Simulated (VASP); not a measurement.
**ZrC: relaxation of cell and atoms with PBEsol**

Crystal: ZrC.

```
CELL_PARAMETERS angstrom
0.00000 2.36500 2.36500
2.36500 0.00000 2.36500
2.36500 2.36500 0.00000
ATOMIC_POSITIONS crystal
Zr 0.50000 0.50000 0.50000
C 0.00000 0.00000 0.00000
```

```yaml
Program: VASP 6.6.1
Task: relaxation of cell and atoms
Functional: PBEsol
Potentials_or_basis: VASP PAW PBE potentials, release 64 (Zr_sv, C)
Cutoff: 600 eV
k_mesh: 11 × 11 × 11
Occupations: fermi-dirac, width 0.1 eV
Spin: no spin polarisation
Dipole_correction: no
Further_INCAR_settings: ALGO = Normal; EDIFF = 1e-06; IBRION = 2; EDIFFG = -0.01; NSW = 80; ISIF = 3
```

| Property | Result |
| --- | --- |
| Relaxed volume | 12.74 Å³/atom |
| Relaxed cell | a = 3.303 Å, b = 3.303 Å, c = 3.303 Å, α = 60.00°, β = 60.00°, γ = 60.00° |
| Space group after relaxing (to 0.1 Å) | Fm-3m (No. 225) |
| Energy gained by relaxing | 12.9 meV/atom |
| Ionic steps | 4 |
| Pressure after relaxing | 0.0 GPa |
| Band gap on the k mesh | zero (bands 8 and 9 overlap by 1.32 eV) |

The path:
```csv
step,energy change (eV),largest force (eV/Å),pressure (GPa),volume (Å³)
1,0.0000,0.0000,-8.21,26.46
2,0.0498,0.0000,16.60,23.95
3,-0.0257,0.0000,-0.14,25.50
4,-0.0257,0.0000,0.01,25.48
```

Final structure:
```
Zr C
1.0
     0.00000    2.33556    2.33556
     2.33556    0.00000    2.33556
     2.33556    2.33556    0.00000
Zr C
1 1
Direct
  0.50000 0.50000 0.50000
  0.00000 0.00000 0.00000
```

Levels at points of the mesh, in eV from the Fermi level:
```tsv
k point	band 4	band 5	band 6	band 7	band 8	band 9	band 10	band 11	band 12
(0.00, 0.00, 0.00)	-25.64	-11.36	0.95	0.95	0.95	1.05	1.05	1.05	2.85
```

It took 32 s on 1 thread of Intel(R) Xeon(R) 6975P-C (Granite Rapids), with other jobs on the host, peak memory 0.18 GiB.

Caveat: the PAW data sets were made with another functional, which shifts forces and pressure a little.
